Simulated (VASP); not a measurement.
Input of a VASP 6.6.1 run:

Contents of INCAR:

```
SYSTEM = Li2TaO2
PREC = Accurate
ENCUT = 600
EDIFF = 1E-6
ISMEAR = 0
SIGMA = 0.1
LREAL = .FALSE.
LASPH = .TRUE.
NELM = 80
ALGO = Normal
ISIF = 3
LWAVE = .FALSE.
LCHARG = .FALSE.
GGA = PE
IBRION = 2
NSW = 90
EDIFFG = -0.04
```

The input KPOINTS:

```
regular mesh
0
G
  6 6 4
  0 0 0
```

The input POSCAR:

```
Li2TaO2
1.0
    3.5921862400      0.0000000000      0.0000000000
    0.0000000000      3.5921862400      0.0000000000
    0.0000000000      0.0000000000      4.8726948700
Li Ta O
2 1 2
Direct
    0.0000000000      0.5000000000      0.5000000000
    0.5000000000      0.0000000000      0.5000000000
    0.0000000000      0.0000000000      0.0000000000
    0.5000000000      0.5000000000      0.2399999900
    0.5000000000      0.5000000000      0.7600000100
```

Potentials or basis: VASP PAW PBE potentials, release 64 (Li_sv, Ta_pv, O).

Launch:

```bash
$ cat potpaw_PBE.64/Li_sv/POTCAR potpaw_PBE.64/Ta_pv/POTCAR potpaw_PBE.64/O/POTCAR > POTCAR
$ mpirun -np 1 vasp_std > vasp.out
```

Q: Predict the space group after relaxing (to 0.05 Å).

A: P4/mmm (No. 123).

Q: Estimate the relaxed volume.

A: 8.67 Å³/atom.

Stress tensor (GPa, compression positive):
```
-0.37  0.00  0.00
 0.00 -0.37  0.00
 0.00  0.00  0.47
```

Caveat: the cutoff is under 1.25 times the usual one of these potentials, so pressure, stress and relaxed cells hold a basis-set (Pulay) error; the volume moved by over 15 % at a fixed basis, so the end points are rough; an odd number of electrons without spin polarisation forces a metal; a magnetic or distorted state may lie lower.
